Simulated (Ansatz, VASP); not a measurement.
# Ge in VASP and in Ansatz

```
Ge
1.0
     3.41089   -7.06733    0.00000
     3.41089    7.06733    0.00000
     0.00000    0.00000    4.06884
Ge
8
Cartesian
  2.1568 2.3704 0.0000
  4.6650 -2.3704 0.0000
  4.6650 2.3704 0.0000
  2.1568 -2.3704 0.0000
  5.5634 -1.2565 2.0344
  1.2584 1.2565 2.0344
  1.2584 -1.2565 2.0344
  5.5634 1.2565 2.0344
```

Alike in both runs: functional PBE; k mesh 6 × 6 × 10; occupations gaussian, width 0.1 eV; no spin polarisation.

Ansatz relaxed the structure, and its values are those at the end. VASP's run is a single point on that final structure, the one shown.

|  | VASP | Ansatz |
| --- | --- | --- |
| version | VASP 6.6.1 | Ansatz 0.2.0 |
| potentials or method | VASP PAW PBE potentials, release 64 (Ge_d), cutoff 520 eV | scalar-relativistic, plane waves, PAW |
| valence electrons in the cell | 112 | 112 |

```tsv
	VASP	Ansatz	Ansatz less VASP
gap on the k mesh at the Fermi level (eV)	0.02	0.02	-0.001
least direct gap on the mesh (eV)	0.02	0.02	-0.001
pressure (GPa)	0.0	0.0	0.00
```
